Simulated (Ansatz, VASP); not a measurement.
## TiC in VASP and in Ansatz

The input INCAR:

```
PREC = Accurate
ENCUT = 520
EDIFF = 1E-8
ISMEAR = -1
SIGMA = 0.03
LREAL = F
LASPH = T
NELM = 60
ALGO = Normal
ISIF = 2
LWAVE = F
LCHARG = F
GGA = PS
LEFG = T
NBANDS = 15
```

File KPOINTS:

```
Automatic mesh
0
Gamma
  16 16 16
```

The input POSCAR:

```
TiC
1.0
    0.0000000000      2.1711894216      2.1711894216
    2.1711894216      0.0000000000      2.1711894216
    2.1711894216      2.1711894216      0.0000000000
Ti C
1 1
Direct
    0.0000000000      0.0000000000      0.0000000000
    0.5000000000      0.5000000000      0.5000000000
```

Input for Ansatz:

```yaml
crystal:
  lattice:
    - [0.0, 2.1711894216, 2.1711894216]
    - [2.1711894216, 0.0, 2.1711894216]
    - [2.1711894216, 2.1711894216, 0.0]
  atoms:
    - { symbol: Ti, position: [0.0, 0.0, 0.0] }
    - { symbol: C, position: [0.5, 0.5, 0.5] }
kpoints:
  mp_grid: { grid: [16, 16, 16] }
scf:
  occupations: { method: fermi_dirac, width: 0.03 }
hamiltonian:
  xc: pbesol
  pseudopotentials: { kind: all_electron, datasets: crystal }
output:
  forces: true
  stress: true
  eigenvalues: true
  efg: { contact_densities: true }
```

Change from the starting cell: volume scaled by 1.01, crystal datasets.

Alike in both runs: task electric field gradients; functional PBEsol; k mesh 16 × 16 × 16; occupations fermi-dirac, width 0.03 eV; no spin polarisation.

|  | VASP | Ansatz |
| --- | --- | --- |
| version | VASP 6.6.1 | Ansatz 0.2.0 |
| potentials or method | VASP PAW PBE potentials, release 64 (Ti_sv, C), cutoff 520 eV | all-electron PAW with datasets made for the crystal, scalar-relativistic |

```csv
,VASP,Ansatz,Ansatz less VASP
pressure (GPa),-8.2,-8.6,-0.31
```

VASP's potentials were made for PBE, not for PBEsol. Ansatz ran all-electron here, and VASP with PAW potentials.
